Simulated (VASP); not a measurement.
# AlRu (Pm-3m) in VASP: single point with PBEsol

Aim: the single point of AlRu with PBEsol.

All numbers are computed with VASP 6.6.1; they aren't measurements. Logs are shortened: lines on timing, memory, paths and dates and some standing lists are left out, and cuts for length are marked.

## 1. The cell of the first run

Symmetry: Pm-3m, No. 221, cubic system. The conventional cell has a = 2.976 Å, b = 2.976 Å, c = 2.976 Å, α = 90.00°, β = 90.00°, γ = 90.00°. Within 3.4 Å of Al (site symmetry m-3m) lie 8 Ru at 2.58 Å and 6 Al at 2.98 Å. Ru (site symmetry m-3m) has 8 Al at 2.58 Å and 6 Ru at 2.98 Å within 3.4 Å.

## 2. Single point, PBEsol

Contents of INCAR:

```
SYSTEM = AlRu
ALGO = Fast ; EDIFF = 1E-6
ENCUT = 520 ; GGA = PS
ISIF = 2 ; ISMEAR = 0
LASPH = .True. ; LCHARG = .False.
LREAL = .False. ; LWAVE = .False.
NBANDS = 25 ; NELM = 100
PREC = Accurate ; SIGMA = 0.15
```

Contents of KPOINTS:

```
k-points
0
Gamma
  16 16 8
  0 0 0
```

Contents of POSCAR:

```
AlRu
1.0
    2.9763250904      0.0000000000      0.0000000000
    0.0000000000      2.9763250904      0.0000000000
    0.0000000000      0.0000000000      5.9526501809
Al Ru
2 2
Direct
    0.0000000000      0.0000000000      0.0000000000
    0.0000000000      0.0000000000      0.5000000000
    0.5000000000      0.5000000000      0.2500000000
    0.5000000000      0.5000000000      0.7500000000
```

Potentials or basis: VASP PAW PBE potentials, release 64 (Al, Ru_pv).

On the command line:

```bash
cat potpaw_PBE.64/Al/POTCAR potpaw_PBE.64/Ru_pv/POTCAR > POTCAR
mpirun -np 1 vasp_std > vasp.out
```

OUTCAR:

```text
SYSTEM = AlRu
   EDIFF = 1E-6
   ENCUT = 520
   GGA = PS
   ISIF = 2
   ISMEAR = 0
   LASPH = .True.
   LREAL = .False.
   NELM = 100
   PREC = Accurate

 ion  position               nearest neighbor table
   1  0.000  0.000  0.000-   3 2.58   4 2.58   3 2.58   4 2.58   3 2.58   4 2.58   3 2.58   4 2.58
                             2 2.98   2 2.98
   2  0.000  0.000  0.500-   3 2.58   4 2.58   3 2.58   4 2.58   3 2.58   4 2.58   3 2.58   4 2.58
                             1 2.98   1 2.98
   3  0.500  0.500  0.250-   1 2.58   2 2.58   1 2.58   2 2.58   1 2.58   2 2.58   1 2.58   2 2.58
                             4 2.98   4 2.98
   4  0.500  0.500  0.750-   1 2.58   2 2.58   1 2.58   2 2.58   1 2.58   2 2.58   1 2.58   2 2.58
                             3 2.98   3 2.98

  LATTYP: Found a simple tetragonal cell.
 ALAT       =     2.9763250904
 C/A-ratio  =     2.0000000000

  Lattice vectors:

 A1 = (   2.9763250904,   0.0000000000,   0.0000000000)
 A2 = (   0.0000000000,   2.9763250904,   0.0000000000)
 A3 = (   0.0000000000,   0.0000000000,   5.9526501809)

Analysis of symmetry for initial positions (statically):
=====================================================================
 Subroutine PRICEL returns following result:

  LATTYP: Found a simple cubic cell.
 ALAT       =     2.9763250904

  Lattice vectors:

 A1 = (   2.9763250904,   0.0000000000,   0.0000000000)
 A2 = (   0.0000000000,   2.9763250904,   0.0000000000)
 A3 = (   0.0000000000,   0.0000000000,   2.9763250905)

   2 primitive cells build up your supercell.

 Routine SETGRP: Setting up the symmetry group for a
 simple tetragonal supercell.

 Subroutine GETGRP returns: Found 16 space group operations
 (whereof 16 operations were pure point group operations)
 out of a pool of 16 trial point group operations.

The static configuration has the point symmetry D_4h.

Analysis of symmetry for dynamics (positions and initial velocities):
=====================================================================
 Subroutine PRICEL returns following result:

  LATTYP: Found a simple cubic cell.
 ALAT       =     2.9763250904

  Lattice vectors:

 A1 = (   2.9763250904,   0.0000000000,   0.0000000000)
 A2 = (   0.0000000000,   2.9763250904,   0.0000000000)
 A3 = (   0.0000000000,   0.0000000000,   2.9763250905)

   2 primitive cells build up your supercell.

 Routine SETGRP: Setting up the symmetry group for a
 simple tetragonal supercell.

 Subroutine GETGRP returns: Found 16 space group operations
 (whereof 16 operations were pure point group operations)
 out of a pool of 16 trial point group operations.

The dynamic configuration has the point symmetry D_4h.

 Subroutine INISYM returns: Found 16 space group operations
 (whereof 16 operations are pure point group operations),
 and found     2 'primitive' translations

----------------------------------------------------------------------------------------

                                     Primitive cell

  volume of cell :      26.3658

  direct lattice vectors                    reciprocal lattice vectors
     2.976325090  0.000000000  0.000000000     0.335984803  0.000000000  0.000000000
     0.000000000  2.976325090  0.000000000     0.000000000  0.335984803  0.000000000
     0.000000000  0.000000000  2.976325090     0.000000000  0.000000000  0.335984803

  length of vectors
     2.976325090  2.976325090  2.976325090     0.335984803  0.335984803  0.335984803

  position of ions in fractional coordinates (direct lattice)
     0.000000000  0.000000000  0.000000000
     0.500000000  0.500000000  0.500000000

  ion indices of the primitive-cell ions
   primitive index   ion index
                 1           1
                 2           3

----------------------------------------------------------------------------------------

 KPOINTS: k-points

Automatic generation of k-mesh.
 Grid dimensions read from file:
 generate k-points for:   16   16    8

 Generating k-lattice:

  Cartesian coordinates                     Fractional coordinates (reciprocal lattice)
     0.020999050  0.000000000  0.000000000     0.062500000  0.000000000  0.000000000
     0.000000000  0.020999050  0.000000000     0.000000000  0.062500000  0.000000000
     0.000000000  0.000000000  0.020999050     0.000000000  0.000000000  0.125000000

  Length of vectors
     0.020999050  0.020999050  0.020999050

  Shift w.r.t. Gamma in fractional coordinates (k-lattice)
     0.000000000  0.000000000  0.000000000

 Subroutine IBZKPT returns following result:
 ===========================================

 Found    225 irreducible k-points:

 Following reciprocal coordinates:
            Coordinates               Weight
  0.000000  0.000000  0.000000      1.000000
  0.062500  0.000000  0.000000      4.000000
  0.125000  0.000000  0.000000      4.000000
  0.187500  0.000000  0.000000      4.000000
  0.250000  0.000000  0.000000      4.000000
  0.312500  0.000000  0.000000      4.000000
[... 16 lines left out ...]
  0.437500  0.125000  0.000000      8.000000
  0.500000  0.125000  0.000000      4.000000
 [... further k-points ...]
   k-points           NKPTS =    225   k-points in BZ     NKDIM =    225   number of bands    NBANDS=     25
   number of dos      NEDOS =    301   number of ions     NIONS =      4
   total plane-waves  NPLWV =  27648
   dimension x,y,z NGX =    24 NGY =   24 NGZ =   48
   dimension x,y,z NGXF=    48 NGYF=   48 NGZF=   96
   ions per type =               2   2
   NGX,Y,Z   is equivalent  to a cutoff of  13.41, 13.41, 13.41 a.u.
   NGXF,Y,Z  is equivalent  to a cutoff of  26.81, 26.81, 26.81 a.u.
 SYSTEM =  AlRu
   PREC   = accura    normal or accurate (medium, high low for compatibility)
   ISTART =      0    job   : 0-new  1-cont  2-samecut
   ICHARG =      2    charge: 1-file 2-atom 10-const
   ISPIN  =      1    spin polarized calculation?
   LNONCOLLINEAR =      F non collinear calculations
   LSORBIT =      F    spin-orbit coupling
   LASPH  =      T    aspherical Exc in radial PAW
   ENCUT  =  520.0 eV  38.22 Ry    6.18 a.u.   5.53  5.53 11.07*2*pi/ulx,y,z
   NELM   =    100;   NELMIN=  2; NELMDL= -5     # of ELM steps
   EDIFF  = 0.1E-05   stopping-criterion for ELM
   LREAL  =      F    real-space projection
   EDIFFG = 0.1E-04   stopping-criterion for IOM
   NSW    =      0    number of steps for IOM
   IBRION =     -1    ionic relax: 0-MD 1-quasi-New 2-CG
   NFREE  =      0    steps in history (QN), initial steepest desc. (CG)
   ISIF   =      2    stress and relaxation
   ISYM   =      2    0-nonsym 1-usesym 2-fastsym
   POTIM  = 0.5000    time-step for ionic-motion
   TEBEG  =    0.0;   TEEND  =   0.0 temperature during run
   PSTRESS=    0.0 pullay stress
   NELECT =      34.0000    total number of electrons
   NUPDOWN=      -1.0000    fix difference up-down
   EMIN   =  10.00;   EMAX   =-10.00  energy-range for DOS
   EFERMI =   0.00;   METHOD = LEGACY
   ISMEAR =     0;   SIGMA  =   0.15  broadening in eV -4-tet -1-fermi 0-gaus
   EFERMI_NEDOS =   21; number of points for ismear=-14 and -15
   IALGO  =     68    algorithm
   IMIX   =      4    mixing-type and parameters
     AMIX     =   0.40;   BMIX     =  1.00
     AMIX_MAG =   1.60;   BMIX_MAG =  1.00
  volume/ion in A,a.u.               =      13.18        88.96
  Fermi-wavevector in a.u.,A,eV,Ry     =   1.414308  2.672655 27.215300  2.000268
  Thomas-Fermi vector in A             =   2.535864
   LORBIT       =      0    0 simple, 1 ext, 2 COOP (PROOUT), +10 PAW based schemes
   GGA     = PS    functional components
   LHFCALC =     F    Hartree Fock is set to
   AEXX    =    0.0000 exact exchange contribution
   IVDW    =     0    specifies the selected vdW correction
   LEPSILON=     F    determine dielectric tensor
   LRPA    =     F    only Hartree local field effects (RPA)
 non-spin polarized calculation
 RMM-DIIS sequential band-by-band and
 Gauss-broadening in eV      SIGMA  =   0.15
  energy-cutoff  :      520.00
  volume of cell :       52.73
 maximum number of plane-waves:      1447
 NGX is ok and might be reduce to    24
   NGX = 11   NGY = 11   NGZ = 23

 number of electron      33.9999992 magnetization

 Free energy of the ion-electron system (eV)
  ---------------------------------------------------
  ext. energy  EPLUGINS =         0.00000000
  ---------------------------------------------------
  free energy    TOTEN  =       -31.05402023 eV

  energy without entropy =      -31.01662812  energy(sigma->0) =      -31.03532418

 E-fermi :  10.8331     XC(G=0): -12.7662

 val. band max:       10.8282732136   @ k =   0.1250   0.0000   0.5000
 cond. band min:      10.8384922173   @ k =   0.3750   0.1250   0.1250
 fundamental gap:      0.0102190037
 Fermi energy:        10.8330855233

 k-point     1 :       0.0000    0.0000    0.0000
  band No.  band energies     occupation
      1     -31.1230      2.00000
      2     -30.8998      2.00000
      3     -30.8998      2.00000
      4     -30.8998      2.00000
      5     -30.8808      2.00000
      6     -30.8808      2.00000
[... 17 lines left out ...]
     24      21.8944      0.00000
     25      21.8992      0.00000

 k-point     2 :       0.0625    0.0000    0.0000
  band No.  band energies     occupation
      1     -31.1220      2.00000
      2     -30.9084      2.00000
      3     -30.8991      2.00000
      4     -30.8991      2.00000
      5     -30.8890      2.00000
      6     -30.8800      2.00000
[... 17 lines left out ...]
     24      21.4645      0.00000
     25      21.7887      0.00000

 k-point     3 :       0.1250    0.0000    0.0000
  band No.  band energies     occupation
      1     -31.1189      2.00000
      2     -30.9330      2.00000
      3     -30.9124      2.00000
      4     -30.8970      2.00000
      5     -30.8970      2.00000
      6     -30.8779      2.00000
[... 552 lines left out ...]
 k-point    23 :       0.4375    0.1250    0.0000
  band No.  band energies     occupation
      1     -31.1105      2.00000
      2     -31.0920      2.00000
      3     -31.0829      2.00000
      4     -30.9132      2.00000
      5     -30.8930      2.00000
      6     -30.8786      2.00000
[... 17 lines left out ...]
     24      20.2256      0.00000
     25      20.5808      0.00000

 k-point    24 :       0.5000    0.1250    0.0000
  band No.  band energies     occupation
      1     -31.1189      2.00000
      2     -31.0909      2.00000
      3     -31.0909      2.00000
      4     -30.9124      2.00000
      5     -30.8922      2.00000
      6     -30.8779      2.00000
[... 17 lines left out ...]
     24      20.4846      0.00000
     25      20.6167      0.00000

 [... further k-points ...]
[... 5 lines left out ...]
  --------------------------------------------------------------------------------------
  -------------------------------------------------------------------------------------
  Total        0.0358936      0.0358936      0.0357815      0.0000000      0.0000000      0.0000000
  in kB        1.0905769      1.0905769      1.0871723      0.0000000      0.0000000      0.0000000
  external PRESSURE =       1.0894420 kB  Pullay stress =       0.0000000 kB

 VOLUME and BASIS-vectors are now :
 -----------------------------------------------------------------------------
  energy-cutoff  :      520.00
  volume of cell :       52.73
      direct lattice vectors                 reciprocal lattice vectors
     2.976325090  0.000000000  0.000000000     0.335984803  0.000000000  0.000000000
     0.000000000  2.976325090  0.000000000     0.000000000  0.335984803  0.000000000
     0.000000000  0.000000000  5.952650181     0.000000000  0.000000000  0.167992402

 POSITION                                       TOTAL-FORCE (eV/Angst)
 -----------------------------------------------------------------------------------
      0.00000      0.00000      0.00000        -0.000000     -0.000000     -0.000000
      0.00000      0.00000      2.97633        -0.000000     -0.000000     -0.000000
      1.48816      1.48816      1.48816        -0.000000     -0.000000      0.000000
      1.48816      1.48816      4.46449         0.000000      0.000000     -0.000000
 -----------------------------------------------------------------------------------
    total drift:                                0.000000     -0.000000     -0.000000

  FREE ENERGIE OF THE ION-ELECTRON SYSTEM (eV)
  ---------------------------------------------------
  free  energy   TOTEN  =       -31.0540202300 eV

  energy  without entropy=      -31.0166281201  energy(sigma->0) =      -31.03532418
```

It took 4 min on 1 thread of AMD EPYC 7R43 (Zen 3), shared host; peak memory 0.32 GiB.

Results:

```
Free energy            : -31.0540 eV
Pressure               : 0.1 GPa
Band gap on the k mesh : zero (band 17 reaches 12.73 eV, above the bottom of band 18 at 9.49 eV)
```

Levels at points of the mesh, in eV from the Fermi level:
```csv
k point,band 15,band 16,band 17,band 18,band 19,band 20
"(0.00, 0.00, 0.00)",0.18,0.18,0.18,0.44,2.32,6.13
"(0.50, 0.00, 0.00)",-1.40,-1.21,-1.21,0.44,1.55,2.32
"(0.50, 0.50, 0.00)",-1.21,1.55,1.65,1.65,2.68,4.12
"(0.00, 0.00, 0.50)",-0.88,-0.88,0.31,0.31,3.14,3.14
"(0.50, 0.00, 0.50)",-1.44,-1.44,-0.48,-0.48,2.16,2.16
"(0.50, 0.50, 0.50)",1.60,1.60,1.89,1.89,1.89,1.89
```

Caveat: the PAW data sets were made with another functional, which shifts forces and pressure a little.
